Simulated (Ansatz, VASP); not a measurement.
**Two plane-wave programs on BaTiO3**

INCAR

```
ALGO     = Normal         # electronic algorithm
EDIFF    = 1E-6           # SCF threshold, eV
ENCUT    = 520            # plane-wave cutoff, eV
GGA      = PE             # functional
ISIF     = 2              # what is computed and relaxed
ISMEAR   = 0              # smearing method
LASPH    = True           # aspherical terms in the spheres
LCHARG   = False          # write CHGCAR
LDAU     = True           # DFT+U
LDAUJ    = 0 0 0        
LDAUL    = -1 2 -1        # shell
LDAUPRINT= 1            
LDAUTYPE = 2            
LDAUU    = 0 4 0          # U, eV
LMAXMIX  = 4              # l up to which the mixer works
LREAL    = False          # projectors in reciprocal space
LWAVE    = False          # write WAVECAR
NBANDS   = 28             # bands
NELM     = 150            # most SCF steps
PREC     = Accurate       # precision mode
SIGMA    = 0.05           # smearing width, eV
```

KPOINTS

```
k-points
0
Gamma
  6 6 6
```

Contents of POSCAR:

```
BaTiO3
1.0
    3.7718789373      0.0000000000      0.0000000000
    0.0000000000      2.7038613864      3.2589038050
    0.0000000000     -2.7038613864      3.2589038050
Ba Ti O
1 1 3
Direct
    0.0000000000      0.0080771845      0.0080771845
    0.5000000000      0.5197092871      0.5197092871
    0.0000000000      0.4916268390      0.4916268390
    0.5000000000      0.4938075372      0.9829991522
    0.5000000000      0.9829991522      0.4938075372
```

Input for Ansatz:

```yaml
crystal:
  lattice:
    - [3.7718789373, 0.0, 0.0]
    - [0.0, 2.7038613864, 3.258903805]
    - [0.0, -2.7038613864, 3.258903805]
  atoms:
    - { symbol: Ba, position: [0.0, 0.0080771845, 0.0080771845] }
    - { symbol: Ti, position: [0.5, 0.5197092871, 0.5197092871] }
    - { symbol: O, position: [0.0, 0.491626839, 0.491626839] }
    - { symbol: O, position: [0.5, 0.4938075372, 0.9829991522] }
    - { symbol: O, position: [0.5, 0.9829991522, 0.4938075372] }
basis:
  ecutwfc: 420
kpoints:
  mp_grid: { grid: [6, 6, 6] }
hamiltonian:
  xc: pbe
  hubbard: { sites: [{ species: Ti, l: d, u_eff: 4.0 }] }
scf:
  occupations: { method: gaussian, width: 0.05 }
output:
  forces: true
  stress: true
  eigenvalues: true
```

Alike in both runs: task single point; functional PBE; k mesh 6 × 6 × 6; occupations gaussian, width 0.05 eV; no spin polarisation; Hubbard terms Ti d U = 4.0 eV.

|  | VASP | Ansatz |
| --- | --- | --- |
| version | VASP 6.6.1 | Ansatz 0.2.0 |
| potentials or method | VASP PAW PBE potentials, release 64 (Ba_sv, Ti_sv, O), cutoff 520 eV | scalar-relativistic, plane waves, PAW |
| valence electrons in the cell | 40 | 40 |

```tsv
	VASP	Ansatz	Ansatz less VASP
gap on the k mesh at the Fermi level (eV)	1.96	1.98	+0.024
least direct gap on the mesh (eV)	1.96	2.00	+0.039
pressure (GPa)	7.3	3.7	-3.61
traceless stress, the component that is largest in VASP (GPa)	-26.19	-25.14	+1.048
rms of the force components (eV/Å)	0.333	0.489	+0.1557
```

The programs project onto different local orbitals, so the same U acts differently, and such runs can settle in different states. Atom by atom the forces differ by 0.184 eV/Å (rms over components).

Spin-orbit coupling is off throughout.
